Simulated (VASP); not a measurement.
# SiO2 (P6_422) in VASP: a series of runs

SiO2 is run at these levels: r2SCAN; tasks: single point.

Everything below comes from runs of VASP 6.6.1. Logs are shortened: lines on timing, memory, paths and dates and some standing lists are left out, and cuts for length are marked.

### Step 1. The cell of the first run

It takes space group P6_422 (No. 181, hexagonal). Conventional cell: a = 5.136 Å, b = 5.136 Å, c = 5.458 Å, α = 90.00°, β = 90.00°, γ = 120.00°. Within 2.2 Å of Si (site symmetry 222) lie 4 O at 1.62 Å. O (site symmetry 2) has 2 Si at 1.62 Å within 2.2 Å.

### Step 2. Single point, r2SCAN (strain +0.015 along x and y, -0.015 along z)

Contents of POSCAR:

```
SiO2
1.0
    5.1355729823      0.0000000000      0.0000000000
   -2.5677864911      4.4475366657      0.0000000000
    0.0000000000      0.0000000000      5.4579692986
Si O
3 6
Direct
    0.0000000000      0.5000000000      0.3333333333
    0.5000000000      0.5000000000      0.6666666667
    0.5000000000      0.0000000000      0.0000000000
    0.5834989535      0.7917494768      0.8333333333
    0.7917494768      0.5834989535      0.5000000000
    0.7917494768      0.2082505232      0.1666666667
    0.4165010465      0.2082505232      0.8333333333
    0.2082505232      0.4165010465      0.5000000000
    0.2082505232      0.7917494768      0.1666666667
```

Contents of INCAR.step1:

```
ALGO = Normal
EDIFF = 1E-4
ENCUT = 520
GGA = PE
ISMEAR = 0
LASPH = T
LCHARG = F
LREAL = F
LWAVE = T
NBANDS = 34
NELM = 80
PREC = Accurate
SIGMA = 0.05
```

Contents of INCAR.step2:

```
ALGO = Normal
EDIFF = 1E-6
ENCUT = 520
ISIF = 2
ISMEAR = 0
ISTART = 1
LASPH = T
LCHARG = F
LMIXTAU = T
LREAL = F
LWAVE = F
METAGGA = R2SCAN
NBANDS = 34
NELM = 80
PREC = Accurate
SIGMA = 0.05
```

Contents of KPOINTS:

```
k-points
0
Gamma
  6 6 4
```

Potentials or basis: VASP PAW PBE potentials, release 64 (Si, O).

On the command line:

```console
$ cat potpaw_PBE.64/Si/POTCAR potpaw_PBE.64/O/POTCAR > POTCAR
$ cp INCAR.step1 INCAR
$ mpirun -np 1 vasp_std > vasp.out
$ cp INCAR.step2 INCAR
$ mpirun -np 1 vasp_std > vasp.out
```

OUTCAR:

```text
EDIFF = 1E-6
   ENCUT = 520
   ISIF = 2
   ISMEAR = 0
   ISTART = 1
   LASPH = T
   LREAL = F
   METAGGA = R2SCAN
   NELM = 80
   PREC = Accurate

 ion  position               nearest neighbor table
   1  0.000  0.500  0.333-   5 1.62   8 1.62   6 1.62   9 1.62   3 3.15   3 3.15   2 3.15   2 3.15

   2  0.500  0.500  0.667-   4 1.62   7 1.62   5 1.62   8 1.62   3 3.15   3 3.15   1 3.15   1 3.15

   3  0.500  0.000  0.000-   4 1.62   7 1.62   6 1.62   9 1.62   2 3.15   2 3.15   1 3.15   1 3.15

   4  0.583  0.792  0.833-   3 1.62   2 1.62
   5  0.792  0.583  0.500-   1 1.62   2 1.62
   6  0.792  0.208  0.167-   1 1.62   3 1.62
   7  0.417  0.208  0.833-   3 1.62   2 1.62
   8  0.208  0.417  0.500-   1 1.62   2 1.62
   9  0.208  0.792  0.167-   1 1.62   3 1.62

  LATTYP: Found a hexagonal cell.
 ALAT       =     5.1355729823
 C/A-ratio  =     1.0627770879

  Lattice vectors:

 A1 = (   5.1355729823,   0.0000000000,   0.0000000000)
 A2 = (  -2.5677864911,   4.4475366657,   0.0000000000)
 A3 = (   0.0000000000,   0.0000000000,   5.4579692986)

Analysis of symmetry for initial positions (statically):
=====================================================================
 Subroutine PRICEL returns:
 Original cell was already a primitive cell.

 Routine SETGRP: Setting up the symmetry group for a
 hexagonal supercell.

 Subroutine GETGRP returns: Found 12 space group operations
 (whereof  4 operations were pure point group operations)
 out of a pool of 24 trial point group operations.

The static configuration has the point symmetry D_2 .
 The point group associated with its full space group is D_6 .

Analysis of symmetry for dynamics (positions and initial velocities):
=====================================================================
 Subroutine PRICEL returns:
 Original cell was already a primitive cell.

 Routine SETGRP: Setting up the symmetry group for a
 hexagonal supercell.

 Subroutine GETGRP returns: Found 12 space group operations
 (whereof  4 operations were pure point group operations)
 out of a pool of 24 trial point group operations.

The dynamic configuration has the point symmetry D_2 .
 The point group associated with its full space group is D_6 .

 Subroutine INISYM returns: Found 12 space group operations
 (whereof  4 operations are pure point group operations),
 and found     1 'primitive' translations

----------------------------------------------------------------------------------------

                                     Primitive cell

  volume of cell :     124.6636

  direct lattice vectors                    reciprocal lattice vectors
     5.135572982  0.000000000  0.000000000     0.194720239  0.112421783  0.000000000
    -2.567786491  4.447536666  0.000000000     0.000000000  0.224843565  0.000000000
     0.000000000  0.000000000  5.457969299     0.000000000  0.000000000  0.183218326

  length of vectors
     5.135572982  5.135572982  5.457969299     0.224843565  0.224843565  0.183218326

  position of ions in fractional coordinates (direct lattice)
     0.000000000  0.500000000  0.333333333
     0.500000000  0.500000000  0.666666667
     0.500000000  0.000000000  0.000000000
     0.583498953  0.791749477  0.833333333
     0.791749477  0.583498953  0.500000000
     0.791749477  0.208250523  0.166666667
     0.416501047  0.208250523  0.833333333
     0.208250523  0.416501047  0.500000000
     0.208250523  0.791749477  0.166666667

  ion indices of the primitive-cell ions
   primitive index   ion index
                 1           1
                 2           2
                 3           3
                 4           4
                 5           5
                 6           6
                 7           7
                 8           8
                 9           9

----------------------------------------------------------------------------------------

 KPOINTS: k-points

Automatic generation of k-mesh.
 Grid dimensions read from file:
 generate k-points for:    6    6    4

 Generating k-lattice:

  Cartesian coordinates                     Fractional coordinates (reciprocal lattice)
     0.032453373  0.018736964  0.000000000     0.166666667  0.000000000  0.000000000
     0.000000000  0.037473928  0.000000000     0.000000000  0.166666667  0.000000000
     0.000000000  0.000000000  0.045804582     0.000000000  0.000000000  0.250000000

  Length of vectors
     0.037473928  0.037473928  0.045804582

  Shift w.r.t. Gamma in fractional coordinates (k-lattice)
     0.000000000  0.000000000  0.000000000

 Subroutine IBZKPT returns following result:
 ===========================================

 Found     21 irreducible k-points:

 Following reciprocal coordinates:
            Coordinates               Weight
  0.000000  0.000000  0.000000      1.000000
  0.166667 -0.000000  0.000000      6.000000
  0.333333  0.000000  0.000000      6.000000
  0.500000  0.000000  0.000000      3.000000
  0.166667  0.166667  0.000000      6.000000
  0.333333  0.166667  0.000000     12.000000
[... 13 lines left out ...]
  0.333333  0.166667  0.500000     12.000000
  0.333333  0.333333  0.500000      2.000000
   k-points           NKPTS =     21   k-points in BZ     NKDIM =     21   number of bands    NBANDS=     34
   number of dos      NEDOS =    301   number of ions     NIONS =      9
   total plane-waves  NPLWV =  67200
   dimension x,y,z NGX =    40 NGY =   40 NGZ =   42
   dimension x,y,z NGXF=    80 NGYF=   80 NGZF=   84
   ions per type =               3   6
   NGX,Y,Z   is equivalent  to a cutoff of  12.95, 12.95, 12.79 a.u.
   NGXF,Y,Z  is equivalent  to a cutoff of  25.90, 25.90, 25.59 a.u.
 SYSTEM =  unknown system
   PREC   = accura    normal or accurate (medium, high low for compatibility)
   ISTART =      1    job   : 0-new  1-cont  2-samecut
   ICHARG =      0    charge: 1-file 2-atom 10-const
   ISPIN  =      1    spin polarized calculation?
   LNONCOLLINEAR =      F non collinear calculations
   LSORBIT =      F    spin-orbit coupling
   LASPH  =      T    aspherical Exc in radial PAW
   ENCUT  =  520.0 eV  38.22 Ry    6.18 a.u.   9.55  9.55 10.15*2*pi/ulx,y,z
   NELM   =     80;   NELMIN=  2; NELMDL=  0     # of ELM steps
   EDIFF  = 0.1E-05   stopping-criterion for ELM
   LREAL  =      F    real-space projection
   EDIFFG = 0.1E-04   stopping-criterion for IOM
   NSW    =      0    number of steps for IOM
   IBRION =     -1    ionic relax: 0-MD 1-quasi-New 2-CG
   NFREE  =      0    steps in history (QN), initial steepest desc. (CG)
   ISIF   =      2    stress and relaxation
   ISYM   =      2    0-nonsym 1-usesym 2-fastsym
   POTIM  = 0.5000    time-step for ionic-motion
   TEBEG  =    0.0;   TEEND  =   0.0 temperature during run
   PSTRESS=    0.0 pullay stress
   NELECT =      48.0000    total number of electrons
   NUPDOWN=      -1.0000    fix difference up-down
   EMIN   =  10.00;   EMAX   =-10.00  energy-range for DOS
   EFERMI =   0.00;   METHOD = LEGACY
   ISMEAR =     0;   SIGMA  =   0.05  broadening in eV -4-tet -1-fermi 0-gaus
   EFERMI_NEDOS =   21; number of points for ismear=-14 and -15
   IALGO  =     38    algorithm
   IMIX   =      4    mixing-type and parameters
     AMIX     =   0.40;   BMIX     =  1.00
     AMIX_MAG =   1.60;   BMIX_MAG =  1.00
  volume/ion in A,a.u.               =      13.85        93.47
  Fermi-wavevector in a.u.,A,eV,Ry     =   1.190992  2.250648 19.299337  1.418461
  Thomas-Fermi vector in A             =   2.327064
   LORBIT       =      0    0 simple, 1 ext, 2 COOP (PROOUT), +10 PAW based schemes
   METAGGA = R2SCAN    functional components
   LHFCALC =     F    Hartree Fock is set to
   AEXX    =    0.0000 exact exchange contribution
   IVDW    =     0    specifies the selected vdW correction
   LEPSILON=     F    determine dielectric tensor
   LRPA    =     F    only Hartree local field effects (RPA)
 non-spin polarized calculation
 Gauss-broadening in eV      SIGMA  =   0.05
  energy-cutoff  :      520.00
  volume of cell :      124.66
 maximum number of plane-waves:      3382
 NGX is ok and might be reduce to    40
   NGX = 19   NGY = 19   NGZ = 21

 number of electron      48.0000013 magnetization

 Free energy of the ion-electron system (eV)
  ---------------------------------------------------
  ext. energy  EPLUGINS =         0.00000000
  ---------------------------------------------------
  free energy    TOTEN  =       -89.32665229 eV

  energy without entropy =      -89.32665229  energy(sigma->0) =      -89.32665229

 E-fermi :   0.2540     XC(G=0):  -9.1394

 val. band max:       -0.0332755893   @ k =   0.5000   0.0000   0.0000
 cond. band min:       6.1796583727   @ k =   0.0000   0.0000   0.0000
 fundamental gap:      6.2129339620
 Fermi energy:         0.2540072403

 k-point     1 :       0.0000    0.0000    0.0000
  band No.  band energies     occupation
      1     -20.3678      2.00000
      2     -18.9107      2.00000
      3     -18.9107      2.00000
      4     -18.4093      2.00000
      5     -18.3624      2.00000
      6     -18.3624      2.00000
[... 26 lines left out ...]
     33      13.6255      0.00000
     34      13.6255      0.00000

 k-point     2 :       0.1667   -0.0000    0.0000
  band No.  band energies     occupation
      1     -20.2958      2.00000
      2     -19.0264      2.00000
      3     -18.9147      2.00000
      4     -18.3946      2.00000
      5     -18.3636      2.00000
      6     -18.3577      2.00000
[... 26 lines left out ...]
     33      13.7328      0.00000
     34      14.0329      0.00000

 k-point     3 :       0.3333    0.0000    0.0000
  band No.  band energies     occupation
      1     -20.1017      2.00000
      2     -19.2969      2.00000
      3     -18.9223      2.00000
      4     -18.3884      2.00000
      5     -18.3523      2.00000
      6     -18.3485      2.00000
[... 26 lines left out ...]
     33      13.1952      0.00000
     34      13.2701      0.00000

 k-point     4 :       0.5000    0.0000    0.0000
  band No.  band energies     occupation
      1     -19.9327      2.00000
      2     -19.5011      2.00000
      3     -18.9262      2.00000
      4     -18.3909      2.00000
      5     -18.3439      2.00000
      6     -18.3436      2.00000
[... 26 lines left out ...]
     33      12.9221      0.00000
     34      12.9456      0.00000

 k-point     5 :       0.1667    0.1667    0.0000
  band No.  band energies     occupation
      1     -20.1605      2.00000
      2     -19.2137      2.00000
      3     -18.9295      2.00000
      4     -18.3797      2.00000
      5     -18.3644      2.00000
      6     -18.3481      2.00000
[... 510 lines left out ...]
 k-point    19 :       0.1667    0.1667    0.5000
  band No.  band energies     occupation
      1     -19.9064      2.00000
      2     -19.7161      2.00000
      3     -18.7034      2.00000
      4     -18.3900      2.00000
      5     -18.3679      2.00000
      6     -18.3035      2.00000
[... 26 lines left out ...]
     33      12.4604      0.00000
     34      13.0712      0.00000

 k-point    20 :       0.3333    0.1667    0.5000
  band No.  band energies     occupation
      1     -19.8914      2.00000
      2     -19.4873      2.00000
      3     -18.9907      2.00000
      4     -18.3935      2.00000
      5     -18.3646      2.00000
      6     -18.3254      2.00000
[... 26 lines left out ...]
     33      12.0130      0.00000
     34      12.2873      0.00000

 k-point    21 :       0.3333    0.3333    0.5000
  band No.  band energies     occupation
      1     -19.8854      2.00000
      2     -19.2478      2.00000
      3     -19.2478      2.00000
      4     -18.3960      2.00000
      5     -18.3486      2.00000
      6     -18.3486      2.00000
[... 26 lines left out ...]
     33      12.1941      0.00000
     34      12.1974      0.00000

------------------------ aborting loop because EDIFF is reached ----------------------------------------

  FORCE on cell =-STRESS in cart. coord.  units (eV):
  Direction    XX          YY          ZZ          XY          YZ          ZX
  --------------------------------------------------------------------------------------
  -------------------------------------------------------------------------------------
  Total       -2.6251040     -2.6251040     -0.8633057     -0.0000000      0.0000000      0.0000000
  in kB      -33.7378632    -33.7378632    -11.0952134     -0.0000000      0.0000000      0.0000000
  external PRESSURE =     -26.1903133 kB  Pullay stress =       0.0000000 kB

 VOLUME and BASIS-vectors are now :
 -----------------------------------------------------------------------------
  energy-cutoff  :      520.00
  volume of cell :      124.66
      direct lattice vectors                 reciprocal lattice vectors
     5.135572982  0.000000000  0.000000000     0.194720239  0.112421783  0.000000000
    -2.567786491  4.447536666  0.000000000     0.000000000  0.224843565  0.000000000
     0.000000000  0.000000000  5.457969299     0.000000000  0.000000000  0.183218326

 POSITION                                       TOTAL-FORCE (eV/Angst)
 -----------------------------------------------------------------------------------
     -1.28389      2.22377      1.81932        -0.000000     -0.000000      0.000000
      1.28389      2.22377      3.63865        -0.000000     -0.000000      0.000000
      2.56779      0.00000      0.00000        -0.000000     -0.000000     -0.000000
      0.96356      3.52133      4.54831        -0.141780     -0.081857      0.000000
      2.56779      2.59513      2.72898        -0.000000     -0.163714      0.000000
      3.53134      0.92620      0.90966        -0.141780      0.081857      0.000000
      1.60423      0.92620      4.54831         0.141780      0.081857      0.000000
     -0.00000      1.85240      2.72898         0.000000      0.163714     -0.000000
     -0.96356      3.52133      0.90966         0.141780     -0.081857     -0.000000
 -----------------------------------------------------------------------------------
    total drift:                               -0.000000      0.000000      0.000001

  FREE ENERGIE OF THE ION-ELECTRON SYSTEM (eV)
  ---------------------------------------------------
  free  energy   TOTEN  =       -89.3266522928 eV

  energy  without entropy=      -89.3266522928  energy(sigma->0) =      -89.32665229
```

Wall time 4.2 min (1 thread of Intel Xeon Platinum 8124M at 3.00GHz (Skylake/Cascade Lake), shared host); peak memory 0.29 GiB.

Results:

```
Free energy            : -89.3267 eV
Pressure               : -2.6 GPa
Largest force          : 0.164 eV/Å
Band gap on the k mesh : 6.21 eV (least direct gap 6.48 eV)
```

Forces in eV/Å, atoms in the order of the input:
```
Si   0.000  0.000  0.000
Si   0.000  0.000  0.000
Si   0.000  0.000  0.000
O   -0.142 -0.082  0.000
O    0.000 -0.164  0.000
O   -0.142  0.082  0.000
O    0.142  0.082  0.000
O    0.000  0.164  0.000
O    0.142 -0.082  0.000
```

Stress tensor (GPa, compression positive):
```
-3.37  0.00  0.00
 0.00 -3.37  0.00
 0.00  0.00 -1.11
```

Caveat: the cell differs from its parent crystal (strain +0.015 along x and y, -0.015 along z); the PAW data sets were made with another functional, which shifts forces and pressure a little. A k mesh can miss the band edges.

(Part 1 of 3 ends here.)
